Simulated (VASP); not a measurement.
A run of VASP 6.6.1 is set up as follows.

INCAR

```
SYSTEM = GaCo
  PREC = Accurate
  ENCUT = 520
  EDIFF = 1E-6
  ISMEAR = 0
  SIGMA = 0.15
  LREAL = .FALSE.
  LASPH = .TRUE.
  NELM = 80
  ALGO = Fast
  ISIF = 2
  LWAVE = .FALSE.
  LCHARG = .TRUE.
  GGA = PS
  LELF = .TRUE.
  LVHAR = .TRUE.
  NBANDS = 18
```

The input KPOINTS:

```
regular mesh
0
G
  18 18 18
  0 0 0
```

POSCAR

```
GaCo
1.0
    3.0435940812      0.0000000000      0.0000000000
    0.0000000000      3.0435940812      0.0000000000
    0.0000000000      0.0000000000      2.5870549690
Ga Co
1 1
Direct
    0.5000000000      0.5000000000      0.5000000000
    0.0000000000      0.0000000000      0.0000000000
```

Potentials or basis: VASP PAW PBE potentials, release 64 (Ga_d, Co).

Run with:

```bash
$ cat potpaw_PBE.64/Ga_d/POTCAR potpaw_PBE.64/Co/POTCAR > POTCAR
$ mpirun -np 1 vasp_std > vasp.out
```

Question: What does it give for the pressure?

Answer: -5.7 GPa.

Question: Predict the band gap on the k mesh.

Answer: Zero (band 11 reaches 10.88 eV, above the bottom of band 12 at 9.04 eV).

Stress tensor (GPa, compression positive):
```
-13.52   0.00   0.00
  0.00 -13.52   0.00
  0.00   0.00  10.06
```

Caveat: the PAW data sets were made with another functional, which shifts forces and pressure a little. Spin polarisation is off, so any magnetic state and its effect on volume and gap are missing.
